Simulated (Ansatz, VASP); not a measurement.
## Two plane-wave programs on Mg

INCAR

```
SYSTEM = Mg
PREC     = Accurate       ! precision mode
ENCUT    = 600            ! plane-wave cutoff, eV
EDIFF    = 1E-7           ! SCF threshold, eV
ISMEAR   = -1             ! smearing method
SIGMA    = 0.05           ! smearing width, eV
LREAL    = .FALSE.        ! projectors in reciprocal space
LASPH    = .TRUE.         ! aspherical terms in the spheres
NELM     = 120            ! most SCF steps
ALGO     = Normal         ! electronic algorithm
ISIF     = 3              ! what is computed and relaxed
LWAVE    = .FALSE.        ! write WAVECAR
LCHARG   = .FALSE.        ! write CHGCAR
GGA      = PS             ! functional
IBRION   = 2              ! ionic algorithm
NSW      = 60             ! ionic steps
EDIFFG   = -0.005         ! ionic threshold
GGA_COMPAT= .FALSE.      
NELMIN   = 4
```

KPOINTS

```
regular mesh
0
G
  15 15 15
  0 0 0
```

Contents of POSCAR:

```
Mg
1.0
    0.0000000000      2.2406359801      2.2406359801
    2.2406359801      0.0000000000      2.2406359801
    2.2406359801      2.2406359801      0.0000000000
Mg
1
Direct
    0.0000000000      0.0000000000      0.0000000000
```

Input for Ansatz:

```yaml
crystal:
  lattice:
    - [0.0, 2.2406359801, 2.2406359801]
    - [2.2406359801, 0.0, 2.2406359801]
    - [2.2406359801, 2.2406359801, 0.0]
  atoms:
    - { symbol: Mg, position: [0.0, 0.0, 0.0] }
kpoints:
  mp_grid: { grid: [15, 15, 15] }
scf:
  occupations: { method: fermi_dirac, width: 0.05 }
hamiltonian:
  xc: pbesol
  pseudopotentials: { kind: paw }
output:
  forces: true
  stress: true
relax:
  f_tol: 0.005
  max_steps: 40
  cell: {}
```

Alike in both runs: task relaxation of cell and atoms; functional PBEsol; k mesh 15 × 15 × 15; occupations fermi-dirac, width 0.05 eV; no spin polarisation.

|  | VASP | Ansatz |
| --- | --- | --- |
| version | VASP 6.6.1 | Ansatz 0.2.0 |
| potentials or method | VASP PAW PBE potentials, release 64 (Mg) | PAW with Ansatz's default frozen-core files, scalar-relativistic |
| plane-wave cutoff (eV) | 600 | 420 |
| valence electrons in the cell | 2 | 10 |

|  | VASP | Ansatz | Ansatz less VASP |
| --- | --- | --- | --- |
| relaxed volume (Å³/atom) | 22.64 | 22.67 | +0.027 |
| relaxed cell length with the largest relative difference (Å) | 3.176 | 3.177 | +0.0013 |

VASP's potentials were made for PBE, not for PBEsol. VASP's potentials hold 2 valence electrons a cell and Ansatz's 10, so a difference there can come from the potentials and not from the codes.
